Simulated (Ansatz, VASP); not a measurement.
# One calculation of ZnSe, two programs

```
Zn Se
1.0
     0.00000    2.83380    2.83380
     2.83380    0.00000    2.83380
     2.83380    2.83380    0.00000
Zn Se
1 1
Direct
  0.00000 0.00000 0.00000
  0.25000 0.25000 0.25000
```

Alike in both runs: task single point; functional PBE; k mesh 4 × 4 × 4; no spin polarisation.

```csv
,VASP,Ansatz
version,VASP 6.6.1,Ansatz 0.2.0
potentials or method,"VASP PAW PBE potentials, release 64 (Zn, Se)","plane waves, PAW"
plane-wave cutoff (eV),500,420
occupations,"gaussian, width 0.01 eV",fixed
valence electrons in the cell,18,28
```

```tsv
	VASP	Ansatz	Ansatz less VASP
gap on the k mesh at the Fermi level (eV)	1.28	1.28	-0.002
```

VASP's potentials hold 18 valence electrons a cell and Ansatz's 28, so a difference there can come from the potentials and not from the codes.

The k mesh is coarse, so the values compare programs but aren't converged.
